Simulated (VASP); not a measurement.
A run of VASP 6.6.1:

File INCAR:

```
PREC = Accurate ; ENCUT = 520
EDIFF = 1E-6 ; ISMEAR = 0
SIGMA = 0.1 ; LREAL = F
LASPH = T ; NELM = 80
ALGO = Normal ; ISIF = 2
LWAVE = F ; LCHARG = F
GGA = PS ; NBANDS = 7
```

KPOINTS

```
regular mesh
0
Gamma
  16 16 16
```

POSCAR

```
Mg
1.0
    0.0000000000      2.3193039206      2.3193039206
    2.3193039206      0.0000000000      2.3193039206
    2.3193039206      2.3193039206      0.0000000000
Mg
1
Direct
    0.0000000000      0.0000000000      0.0000000000
```

Potentials or basis: VASP PAW PBE potentials, release 64 (Mg).

The run is started by

```sh
$ cat potpaw_PBE.64/Mg/POTCAR > POTCAR
$ mpirun -np 1 vasp_std > vasp.out
```

Hardware: 1 thread of Intel(R) Xeon(R) 6975P-C (Granite Rapids), with other jobs on the host.

**Question.** How long does it take, and how much memory?

**Answer.** It took 4.8 s on 1 thread of Intel(R) Xeon(R) 6975P-C (Granite Rapids) (shared host), peak memory 0.15 GiB. Counts: scf iterations 9, k points 145.
